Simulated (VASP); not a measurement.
Write the native input for VASP 6.6.1 that does the following.

```yaml
Task: single point
Functional: PBEsol
Potentials_or_basis: VASP PAW PBE potentials, release 64 (Ru_pv)
Cutoff: 520 eV
k_mesh: 24 × 24 × 12
Occupations: gaussian, width 0.1 eV
Spin: no spin polarisation
Dipole_correction: no
Further_INCAR_settings: ALGO = Fast; EDIFF = 1e-06; NBANDS = 21
```

The structure of Ru lies in POSCAR:

```
Ru
1.0
    2.6625863894      0.0000000000      0.0000000000
   -1.3312931947      2.3058674530      0.0000000000
    0.0000000000      0.0000000000      4.2774547069
Ru
2
Direct
    0.3333333333      0.6666666667      0.2500000000
    0.6666666667      0.3333333333      0.7500000000
```

This cell differs from its parent crystal: biaxial strain in the a-b plane: -1.0 %.

One way to write it, as run:

INCAR

```
SYSTEM = Ru
ALGO = Fast
EDIFF = 1E-6
ENCUT = 520
GGA = PS
ISIF = 2
ISMEAR = 0
LASPH = .TRUE.
LCHARG = .TRUE.
LELF = .TRUE.
LREAL = .FALSE.
LVHAR = .TRUE.
LWAVE = .FALSE.
NBANDS = 21
NELM = 100
PREC = Accurate
SIGMA = 0.1
```

KPOINTS

```
k-points
0
G
  24 24 12
  0 0 0
```

Potentials or basis: VASP PAW PBE potentials, release 64 (Ru_pv).

Command:

```console
$ cat potpaw_PBE.64/Ru_pv/POTCAR > POTCAR
$ mpirun -np 1 vasp_std > vasp.out
```

It gave:

The pressure is 5.0 GPa. The band gap on the k mesh is zero (band 14 reaches 15.04 eV, above the bottom of band 15 at 11.65 eV).

Caveat: the cell differs from its parent crystal (biaxial strain in the a-b plane: -1.0 %); the PAW data sets were made with another functional, which shifts forces and pressure a little.

Run time: 110 s on 1 thread of Intel(R) Xeon(R) Platinum 8488C (Sapphire Rapids), with other jobs on the host, peak memory 0.29 GiB.
